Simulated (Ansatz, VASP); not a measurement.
**One calculation of NaF, two programs**

```
Na F
1.0
     2.79349    0.00000    0.00000
     0.00000    2.79349    0.00000
     0.00000    0.00000    2.86863
Na F
1 1
Direct
  0.00000 0.00000 0.00000
  0.50000 0.50000 0.50000
```

Change from the starting cell: uniaxial_z strain +2.7%.

Alike in both runs: task single point; functional PBE; k mesh 10 × 10 × 10; occupations fermi-dirac, width 0.02 eV; no spin polarisation.

```csv
,VASP,Ansatz
version,VASP 6.6.1,Ansatz 0.2.0
potentials or method,"VASP PAW PBE potentials, release 64 (Na_pv, F)","plane waves, PAW"
plane-wave cutoff (eV),520,420
valence electrons in the cell,14,16
```

Ansatz gave:

```
gap on the k mesh at the Fermi level (eV)                     : 5.90
pressure (GPa)                                                : 2.7
traceless stress, the component that is largest in VASP (GPa) : -2.87
```

Q: What did VASP give for the same quantities?

A: gap on the k mesh at the Fermi level (eV): 5.89; pressure (GPa): 2.5; traceless stress, the component that is largest in VASP (GPa): -2.88.

VASP's potentials hold 14 valence electrons a cell and Ansatz's 16, so a difference there can come from the potentials and not from the codes.
